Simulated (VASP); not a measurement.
# P in VASP: notebook

Runs on P. Level: PBEsol. Tasks: single point.

All numbers are computed with VASP 6.6.1; they aren't measurements. Logs are shortened: lines on timing, memory, paths and dates and some standing lists are left out, and cuts for length are marked.

## 1. The cell of the first run

The typed cell holds 2 atoms: a = 2.435 Å, b = 2.435 Å, c = 4.410 Å, α = 90.00°, β = 90.02°, γ = 90.00°.

## 2. Single point, PBEsol (strain +0.000 along x and y, -0.080 along z)

INCAR reads:

```
  PREC = Accurate
  ENCUT = 520
  EDIFF = 1E-7
  ISMEAR = 0
  SIGMA = 0.15
  LREAL = F
  LASPH = T
  NELM = 60
  ALGO = Normal
  ISIF = 2
  LWAVE = F
  LCHARG = T
  GGA = PS
  LELF = T
  LVHAR = T
  NBANDS = 12
```

KPOINTS reads:

```
regular mesh
0
Gamma
  24 24 12
```

POSCAR reads:

```
P
1.0
    2.4347371633      0.0000000000      0.0048253137
    0.0000000000      2.4346254889      0.0000000000
   -0.0099022070      0.0000000000      4.4095117485
P
2
Direct
    0.0000000000      0.0000000000      0.2500000000
    1.0000000000      0.0000000000      0.7500000000
```

Potentials or basis: VASP PAW PBE potentials, release 64 (P).

The run is started by

```
cat potpaw_PBE.64/P/POTCAR > POTCAR
mpirun -np 1 vasp_std > vasp.out
```

OUTCAR:

```text
PREC = Accurate
   ENCUT = 520
   EDIFF = 1E-7
   ISMEAR = 0
   LREAL = F
   LASPH = T
   NELM = 60
   ISIF = 2
   GGA = PS

 ion  position               nearest neighbor table
   1  0.000  0.000  0.250-   2 2.20   2 2.20
   2  0.000  0.000  0.750-   1 2.20   1 2.20

  LATTYP: Found a simple monoclinic cell.
 ALAT       =     2.4347419448
 B/A-ratio  =     0.9999521691
 C/A-ratio  =     1.8110842819
 COS(beta)  =    -0.0002637836

  Lattice vectors:

 A1 = (   2.4347371633,   0.0000000000,   0.0048253137)
 A2 = (   0.0000000000,   2.4346254889,   0.0000000000)
 A3 = (  -0.0099022070,   0.0000000000,   4.4095117485)

Analysis of symmetry for initial positions (statically):
=====================================================================
 Subroutine PRICEL returns following result:

  LATTYP: Found a simple monoclinic cell.
 ALAT       =     2.2047614335
 B/A-ratio  =     1.1042580172
 C/A-ratio  =     1.1043108374
 COS(beta)  =    -0.0002637836

  Lattice vectors:

 A1 = (  -0.0049511035,   0.0000000000,   2.2047558742)
 A2 = (   0.0000000000,  -2.4346254889,   0.0000000000)
 A3 = (   2.4347371633,   0.0000000000,   0.0048253137)

   2 primitive cells build up your supercell.

 Routine SETGRP: Setting up the symmetry group for a
 simple monoclinic supercell.

 Subroutine GETGRP returns: Found  4 space group operations
 (whereof  4 operations were pure point group operations)
 out of a pool of  4 trial point group operations.

The static configuration has the point symmetry C_2h.

Analysis of symmetry for dynamics (positions and initial velocities):
=====================================================================
 Subroutine PRICEL returns following result:

  LATTYP: Found a simple monoclinic cell.
 ALAT       =     2.2047614335
 B/A-ratio  =     1.1042580172
 C/A-ratio  =     1.1043108374
 COS(beta)  =    -0.0002637836

  Lattice vectors:

 A1 = (  -0.0049511035,   0.0000000000,   2.2047558742)
 A2 = (   0.0000000000,  -2.4346254889,   0.0000000000)
 A3 = (   2.4347371633,   0.0000000000,   0.0048253137)

   2 primitive cells build up your supercell.

 Routine SETGRP: Setting up the symmetry group for a
 simple monoclinic supercell.

 Subroutine GETGRP returns: Found  4 space group operations
 (whereof  4 operations were pure point group operations)
 out of a pool of  4 trial point group operations.

The dynamic configuration has the point symmetry C_2h.

 Subroutine INISYM returns: Found  4 space group operations
 (whereof  4 operations are pure point group operations),
 and found     2 'primitive' translations

----------------------------------------------------------------------------------------

                                     Primitive cell

  volume of cell :      13.0691

  direct lattice vectors                    reciprocal lattice vectors
    -0.004951104  0.000000000  2.204755874    -0.000898899  0.000000000  0.453562937
     0.000000000 -2.434625489  0.000000000     0.000000000 -0.410740791  0.000000000
     2.434737163  0.000000000  0.004825314     0.410720124  0.000000000  0.000922332

  length of vectors
     2.204761433  2.434625489  2.434741945     0.453563828  0.410740791  0.410721160

  position of ions in fractional coordinates (direct lattice)
     0.500000000  0.000000000  0.000000000

  ion indices of the primitive-cell ions
   primitive index   ion index
                 1           1

----------------------------------------------------------------------------------------

 KPOINTS: regular mesh

Automatic generation of k-mesh.
 Grid dimensions read from file:
 generate k-points for:   24   24   12

 Generating k-lattice:

  Cartesian coordinates                     Fractional coordinates (reciprocal lattice)
     0.017113338  0.000000000  0.000038431     0.041666667  0.000000000  0.000000000
     0.000000000  0.017114200  0.000000000     0.000000000  0.041666667  0.000000000
    -0.000037454  0.000000000  0.018898456     0.000000000  0.000000000  0.083333333

  Length of vectors
     0.017113382  0.017114200  0.018898493

  Shift w.r.t. Gamma in fractional coordinates (k-lattice)
     0.000000000  0.000000000  0.000000000

 Subroutine IBZKPT returns following result:
 ===========================================

 Found   1898 irreducible k-points:

 Following reciprocal coordinates:
            Coordinates               Weight
  0.000000  0.000000  0.000000      1.000000
  0.041667  0.000000 -0.000000      2.000000
  0.083333  0.000000 -0.000000      2.000000
  0.125000  0.000000 -0.000000      2.000000
  0.166667  0.000000 -0.000000      2.000000
  0.208333  0.000000 -0.000000      2.000000
[... 16 lines left out ...]
  0.375000  0.041667 -0.000000      4.000000
  0.416667  0.041667 -0.000000      4.000000
 [... further k-points ...]
   k-points           NKPTS =   1898   k-points in BZ     NKDIM =   1898   number of bands    NBANDS=     12
   number of dos      NEDOS =    301   number of ions     NIONS =      2
   total plane-waves  NPLWV =  11664
   dimension x,y,z NGX =    18 NGY =   18 NGZ =   36
   dimension x,y,z NGXF=    36 NGYF=   36 NGZF=   72
   ions per type =               2
   NGX,Y,Z   is equivalent  to a cutoff of  12.29, 12.29, 13.57 a.u.
   NGXF,Y,Z  is equivalent  to a cutoff of  24.58, 24.58, 27.15 a.u.
 SYSTEM =  unknown system
   PREC   = accura    normal or accurate (medium, high low for compatibility)
   ISTART =      0    job   : 0-new  1-cont  2-samecut
   ICHARG =      2    charge: 1-file 2-atom 10-const
   ISPIN  =      1    spin polarized calculation?
   LNONCOLLINEAR =      F non collinear calculations
   LSORBIT =      F    spin-orbit coupling
   LASPH  =      T    aspherical Exc in radial PAW
   ENCUT  =  520.0 eV  38.22 Ry    6.18 a.u.   4.53  4.53  8.20*2*pi/ulx,y,z
   NELM   =     60;   NELMIN=  2; NELMDL= -5     # of ELM steps
   EDIFF  = 0.1E-06   stopping-criterion for ELM
   LREAL  =      F    real-space projection
   EDIFFG = 0.1E-05   stopping-criterion for IOM
   NSW    =      0    number of steps for IOM
   IBRION =     -1    ionic relax: 0-MD 1-quasi-New 2-CG
   NFREE  =      0    steps in history (QN), initial steepest desc. (CG)
   ISIF   =      2    stress and relaxation
   ISYM   =      2    0-nonsym 1-usesym 2-fastsym
   POTIM  = 0.5000    time-step for ionic-motion
   TEBEG  =    0.0;   TEEND  =   0.0 temperature during run
   PSTRESS=    0.0 pullay stress
   NELECT =      10.0000    total number of electrons
   NUPDOWN=      -1.0000    fix difference up-down
   EMIN   =  10.00;   EMAX   =-10.00  energy-range for DOS
   EFERMI =   0.00;   METHOD = LEGACY
   ISMEAR =     0;   SIGMA  =   0.15  broadening in eV -4-tet -1-fermi 0-gaus
   EFERMI_NEDOS =   21; number of points for ismear=-14 and -15
   IALGO  =     38    algorithm
   IMIX   =      4    mixing-type and parameters
     AMIX     =   0.40;   BMIX     =  1.00
     AMIX_MAG =   1.60;   BMIX_MAG =  1.00
  volume/ion in A,a.u.               =      13.07        88.19
  Fermi-wavevector in a.u.,A,eV,Ry     =   1.188455  2.245854 19.217200  1.412424
  Thomas-Fermi vector in A             =   2.324584
   LORBIT       =      0    0 simple, 1 ext, 2 COOP (PROOUT), +10 PAW based schemes
   GGA     = PS    functional components
   LHFCALC =     F    Hartree Fock is set to
   AEXX    =    0.0000 exact exchange contribution
   IVDW    =     0    specifies the selected vdW correction
   LEPSILON=     F    determine dielectric tensor
   LRPA    =     F    only Hartree local field effects (RPA)
 non-spin polarized calculation
 Gauss-broadening in eV      SIGMA  =   0.15
  energy-cutoff  :      520.00
  volume of cell :       26.14
 maximum number of plane-waves:       728
   NGX =  9   NGY =  9   NGZ = 17

 number of electron      10.0000000 magnetization

 number of electron       9.9999997 magnetization

 Free energy of the ion-electron system (eV)
  ---------------------------------------------------
  ext. energy  EPLUGINS =         0.00000000
  ---------------------------------------------------
  free energy    TOTEN  =       -11.26750929 eV

  energy without entropy =      -11.25930426  energy(sigma->0) =      -11.26340678

 E-fermi :  11.1921     XC(G=0): -11.8387

 val. band max:       11.1912484389   @ k =   0.2083   0.3750   0.1667
 cond. band min:      11.1922553796   @ k =  -0.3750   0.2083   0.1667
 fundamental gap:      0.0010069407
 Fermi energy:        11.1920546464

 k-point     1 :       0.0000    0.0000    0.0000
  band No.  band energies     occupation
      1      -6.5456      2.00000
      2      -0.1107      2.00000
      3       1.4255      2.00000
      4      15.2544      0.00000
      5      15.2564      0.00000
      6      17.1607      0.00000
      7      17.9991      0.00000
      8      19.7577      0.00000
      9      19.7597      0.00000
     10      20.1315      0.00000
     11      21.1688      0.00000
     12      24.4303      0.00000

 k-point     2 :       0.0417    0.0000   -0.0000
  band No.  band energies     occupation
      1      -6.5060      2.00000
      2      -0.0706      2.00000
      3       1.4603      2.00000
      4      14.3600      0.00000
      5      15.2879      0.00000
      6      17.5753      0.00000
      7      18.5213      0.00000
      8      18.9653      0.00000
      9      19.7889      0.00000
     10      20.1621      0.00000
     11      21.8951      0.00000
     12      23.6897      0.00000

 k-point     3 :       0.0833    0.0000   -0.0000
  band No.  band energies     occupation
      1      -6.3874      2.00000
      2       0.0498      2.00000
      3       1.5643      2.00000
      4      12.8891      0.00000
      5      15.3820      0.00000
      6      17.6973      0.00000
      7      17.7791      0.00000
      8      19.8764      0.00000
      9      19.9050      0.00000
     10      20.2533      0.00000
     11      22.2712      0.00000
     12      22.9659      0.00000

 k-point     4 :       0.1250    0.0000   -0.0000
  band No.  band energies     occupation
      1      -6.1905      2.00000
      2       0.2499      2.00000
      3       1.7363      2.00000
      4      11.3671      0.09886
      5      15.5374      0.00000
      6      16.3642      0.00000
      7      17.9551      0.00000
      8      20.0208      0.00000
      9      20.4040      0.00000
     10      20.7316      0.00000
     11      21.4104      0.00000
     12      23.9777      0.00000

 k-point     5 :       0.1667    0.0000   -0.0000
  band No.  band energies     occupation
      1      -5.9166      2.00000
      2       0.5292      2.00000
      3       1.9735      2.00000
      4       9.8711      2.00000
      5      15.0259      0.00000
      6      15.7515      0.00000
      7      18.1735      0.00000
      8      19.2074      0.00000
      9      20.2198      0.00000
     10      20.6119      0.00000
     11      22.8389      0.00000
     12      24.8972      0.00000
[... 228 lines left out ...]
      1      -4.6216      2.00000
      2       1.8676      2.00000
      3       3.0548      2.00000
      4       5.7730      2.00000
      5      11.2105      0.86195
      6      15.1355      0.00000
      7      15.9004      0.00000
      8      19.8454      0.00000
      9      20.7248      0.00000
     10      21.5573      0.00000
     11      25.1151      0.00000
     12      25.9580      0.00000

 k-point    22 :       0.3333    0.0417   -0.0000
  band No.  band energies     occupation
      1      -4.0796      2.00000
      2       2.4452      2.00000
      3       3.4774      2.00000
      4       4.5574      2.00000
      5      10.0311      2.00000
      6      13.9947      0.00000
      7      16.2853      0.00000
      8      20.1745      0.00000
      9      21.0873      0.00000
     10      21.9252      0.00000
     11      25.4495      0.00000
     12      25.8611      0.00000

 k-point    23 :       0.3750    0.0417   -0.0000
  band No.  band energies     occupation
      1      -3.5015      2.00000
      2       3.0850      2.00000
      3       3.4533      2.00000
      4       3.8985      2.00000
      5       8.9189      2.00000
      6      13.0127      0.00000
      7      16.6663      0.00000
      8      20.4871      0.00000
      9      21.4478      0.00000
     10      22.2908      0.00000
     11      25.1793      0.00000
     12      25.7658      0.00000

 k-point    24 :       0.4167    0.0417   -0.0000
  band No.  band energies     occupation
      1      -2.9294      2.00000
      2       2.5043      2.00000
      3       3.7676      2.00000
      4       4.2748      2.00000
      5       7.8967      2.00000
      6      12.2347      0.00000
      7      17.0036      0.00000
      8      20.7512      0.00000
      9      21.7686      0.00000
     10      22.6159      0.00000
     11      24.5397      0.00000
     12      26.0316      0.00000

 [... further k-points ...]
[... 5 lines left out ...]
  --------------------------------------------------------------------------------------
  -------------------------------------------------------------------------------------
  Total        0.3810686      0.3823998      6.8937007      0.0000000      0.0000000     -0.0120198
  in kB       23.3580730     23.4396751    422.5579899      0.0000000      0.0000000     -0.7367710
  external PRESSURE =     156.4519127 kB  Pullay stress =       0.0000000 kB

 VOLUME and BASIS-vectors are now :
 -----------------------------------------------------------------------------
  energy-cutoff  :      520.00
  volume of cell :       26.14
      direct lattice vectors                 reciprocal lattice vectors
     2.434737163  0.000000000  0.004825314     0.410720124  0.000000000  0.000922332
     0.000000000  2.434625489  0.000000000     0.000000000  0.410740791  0.000000000
    -0.009902207  0.000000000  4.409511748    -0.000449450  0.000000000  0.226781468

 POSITION                                       TOTAL-FORCE (eV/Angst)
 -----------------------------------------------------------------------------------
     -0.00248      0.00000      1.10238        -0.000000     -0.000000      0.000000
     -0.00743      0.00000      3.30713         0.000000      0.000000      0.000000
 -----------------------------------------------------------------------------------
    total drift:                                0.000000     -0.000000     -0.000000

  FREE ENERGIE OF THE ION-ELECTRON SYSTEM (eV)
  ---------------------------------------------------
  free  energy   TOTEN  =       -11.2675092877 eV

  energy  without entropy=      -11.2593042643  energy(sigma->0) =      -11.26340678
```

Wall time 6.6 min (1 thread of Intel Xeon 8259CL, shared host); peak memory 0.52 GiB.

What came out:

```
Free energy            : -11.2675 eV
Pressure               : 15.6 GPa
Band gap on the k mesh : zero (bands 5 and 6 overlap by 10.22 eV)
```

Stress tensor (GPa, compression positive):
```
 2.34  0.00 -0.07
 0.00  2.34  0.00
-0.07  0.00 42.26
```

Caveat: the cell differs from its parent crystal (strain +0.000 along x and y, -0.080 along z); the cell stands under pressure; the PAW data sets were made with another functional, which shifts forces and pressure a little.

## 3. Single point, PBEsol (strain -0.040 along x and y, +0.000 along z)

INCAR reads:

```
SYSTEM = P
  ALGO = Normal
  EDIFF = 1E-6
  ENCUT = 520
  GGA = PS
  ISIF = 2
  ISMEAR = 0
  LASPH = .TRUE.
  LCHARG = .FALSE.
  LREAL = .FALSE.
  LWAVE = .FALSE.
  NBANDS = 12
  NELM = 80
  PREC = Accurate
  SIGMA = 0.15
```

KPOINTS reads:

```
k-points
0
G
  24 24 12
  0 0 0
```

POSCAR reads:

```
P
1.0
    2.3373476768      0.0000000000      0.0052449062
    0.0000000000      2.3372404693      0.0000000000
   -0.0095061187      0.0000000000      4.7929475527
P
2
Direct
    0.0000000000      0.0000000000      0.2500000000
    1.0000000000      0.0000000000      0.7500000000
```

Potentials or basis: VASP PAW PBE potentials, release 64 (P).

The run is started by

```
cat potpaw_PBE.64/P/POTCAR > POTCAR
mpirun -np 1 vasp_std > vasp.out
```

Run time: 5.7 min. Hardware: 1 thread of Intel Xeon 8259CL, shared host; peak memory 0.51 GiB.

It converged, with:

| Property | Result |
| --- | --- |
| Free energy | -11.4557 eV |
| Pressure | 12.3 GPa |
| Band gap on the k mesh | zero (bands 5 and 6 overlap by 11.63 eV) |

Stress tensor (GPa, compression positive):
```
14.94  0.00  0.00
 0.00 14.95  0.00
 0.00  0.00  7.00
```

Levels at points of the mesh, in eV from the Fermi level:
| k point | band 1 | band 2 | band 3 | band 4 | band 5 | band 6 | band 7 | band 8 | band 9 | band 10 |
| --- | --- | --- | --- | --- | --- | --- | --- | --- | --- | --- |
| (0.00, 0.00, 0.00) | -17.67 | -13.10 | -9.67 | 4.83 | 5.98 | 5.98 | 6.47 | 6.83 | 9.02 | 9.02 |
| (0.50, 0.00, 0.00) | -12.58 | -9.70 | -7.55 | -6.13 | -5.64 | 0.17 | 8.28 | 9.42 | 9.54 | 12.25 |
| (0.00, 0.50, 0.00) | -12.57 | -9.70 | -7.55 | -6.13 | -5.64 | 0.17 | 8.28 | 9.41 | 9.54 | 12.25 |
| (0.50, 0.50, 0.00) | -6.94 | -5.74 | -5.74 | -2.48 | -2.48 | -1.94 | -0.34 | 0.21 | 3.99 | 4.38 |
| (0.00, 0.00, 0.50) | -16.20 | -16.20 | -3.79 | -3.79 | 7.11 | 7.11 | 7.11 | 7.11 | 7.90 | 7.90 |
| (0.50, 0.00, 0.50) | -11.10 | -11.10 | -8.40 | -8.40 | 0.44 | 0.44 | 5.45 | 5.45 | 10.47 | 10.47 |
| (0.00, 0.50, 0.50) | -11.09 | -11.09 | -8.40 | -8.40 | 0.44 | 0.44 | 5.45 | 5.45 | 10.47 | 10.47 |
| (0.50, 0.50, 0.50) | -5.48 | -5.48 | -4.52 | -4.52 | -4.52 | -4.52 | 1.59 | 1.59 | 5.51 | 5.51 |

Caveat: the cell differs from its parent crystal (strain -0.040 along x and y, +0.000 along z); the cell stands under pressure; the PAW data sets were made with another functional, which shifts forces and pressure a little.

## 4. Single point, PBEsol (strain +0.000 along x and y, -0.040 along z)

INCAR reads:

```
PREC = Accurate
ENCUT = 520
EDIFF = 1E-6
ISMEAR = 0
SIGMA = 0.15
LREAL = False
LASPH = True
NELM = 60
ALGO = Normal
ISIF = 2
LWAVE = False
LCHARG = False
GGA = PS
NBANDS = 12
```

KPOINTS reads:

```
regular mesh
0
Gamma
  24 24 12
```

POSCAR reads:

```
P
1.0
    2.4347371633      0.0000000000      0.0050351100
    0.0000000000      2.4346254889      0.0000000000
   -0.0099022070      0.0000000000      4.6012296506
P
2
Direct
    0.0000000000      0.0000000000      0.2500000000
    1.0000000000      0.0000000000      0.7500000000
```

The run is started by

```
cat potpaw_PBE.64/P/POTCAR > POTCAR
mpirun -np 1 vasp_std > vasp.out
```

It took 6.2 min on 1 thread of Intel Xeon 8259CL, shared host; peak memory 0.54 GiB.

The run converged. Its results:

```
Free energy            : -11.4793 eV
Pressure               : 6.5 GPa
Band gap on the k mesh : zero (bands 5 and 6 overlap by 10.26 eV)
```

Stress tensor (GPa, compression positive):
```
 0.68  0.00 -0.03
 0.00  0.69  0.00
-0.03  0.00 18.01
```

Levels at points of the mesh, in eV from the Fermi level:
```
           k point  band 1  band 2  band 3  band 4  band 5  band 6  band 7  band 8  band 9  band 10
(0.00, 0.00, 0.00)  -17.23  -11.73   -9.35    4.52    4.52    6.36    6.93    7.13    8.26     8.26
(0.50, 0.00, 0.00)  -12.92   -9.29   -6.92   -6.04   -4.95    0.52    7.37    9.29    9.94    10.90
(0.00, 0.50, 0.00)  -12.91   -9.29   -6.92   -6.04   -4.95    0.52    7.37    9.29    9.94    10.90
(0.50, 0.50, 0.00)   -8.29   -5.84   -5.84   -3.04   -1.82   -1.82   -0.82    0.38    4.14     4.14
(0.00, 0.00, 0.50)  -15.59  -15.59   -2.54   -2.54    5.84    5.84    5.84    5.84    7.68     7.68
(0.50, 0.00, 0.50)  -11.28  -11.28   -7.79   -7.79    1.02    1.02    6.64    6.64    8.62     8.62
(0.00, 0.50, 0.50)  -11.28  -11.28   -7.79   -7.79    1.02    1.02    6.64    6.64    8.62     8.62
(0.50, 0.50, 0.50)   -6.71   -6.71   -4.42   -4.42   -4.42   -4.42    1.97    1.97    5.41     5.41
```

Caveat: the cell differs from its parent crystal (strain +0.000 along x and y, -0.040 along z); the cell stands under pressure; the PAW data sets were made with another functional, which shifts forces and pressure a little.

## 5. Overview

```csv
cell,gap on the mesh (eV),pressure (GPa)
"a = 2.435, b = 2.435, c = 4.410 Å, 2 atoms",none,15.6
"a = 2.337, b = 2.337, c = 4.793 Å, 2 atoms",none,12.3
"a = 2.435, b = 2.435, c = 4.601 Å, 2 atoms",none,6.5
```

Alike in all rows: task single point; level PBEsol; potentials or basis VASP PAW PBE potentials, release 64 (P); no spin polarisation; k mesh 24 × 24 × 12; cutoff (eV) 520; smearing gaussian 0.15 eV.

Caveats: the cell stands under pressure; the PAW data sets were made with another functional, which shifts forces and pressure a little.

Total energies depend on the potentials used, so only differences within one code and one set of settings carry meaning.
